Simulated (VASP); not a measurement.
**Os: single point with SVWN5**

The system is Os.

```
CELL_PARAMETERS angstrom
2.77008 0.00000 0.00000
-1.38504 2.39896 0.00000
0.00000 0.00000 4.37654
ATOMIC_POSITIONS crystal
Os 0.66667 0.33333 0.75000
Os 0.33333 0.66667 0.25000
```

```yaml
Program: VASP 6.6.1
Task: single point
Functional: SVWN5
Potentials_or_basis: VASP PAW PBE potentials, release 64 (Os)
Cutoff: 520 eV
k_mesh: 11 × 11 × 6
Occupations: fermi-dirac, width 0.05 eV
Spin: no spin polarisation
```

The pressure is -23.0 GPa. The band gap on the k mesh is zero (band 8 reaches 10.49 eV, above the bottom of band 9 at 6.84 eV).

Stress tensor (GPa, compression positive):
```
-22.44   0.00   0.00
  0.00 -22.44   0.00
  0.00   0.00 -24.03
```

Levels at points of the mesh, in eV from the Fermi level:
```tsv
k point	band 5	band 6	band 7	band 8	band 9	band 10	band 11	band 12
(0.00, 0.00, 0.00)	-2.61	-2.05	-2.05	-1.44	-1.44	0.13	1.64	1.64
(0.00, 0.00, 0.50)	-3.03	-3.03	-3.03	-3.03	0.87	0.87	0.87	0.87
```

Run time: 19 s on 1 thread of Intel(R) Xeon(R) Platinum 8259CL CPU @ 2.50GHz (Skylake/Cascade Lake), on a shared host, peak memory 0.15 GiB.

Caveat: the PAW data sets were made with another functional, which shifts forces and pressure a little; spin-orbit coupling is left out, which moves the levels of the heavy elements.
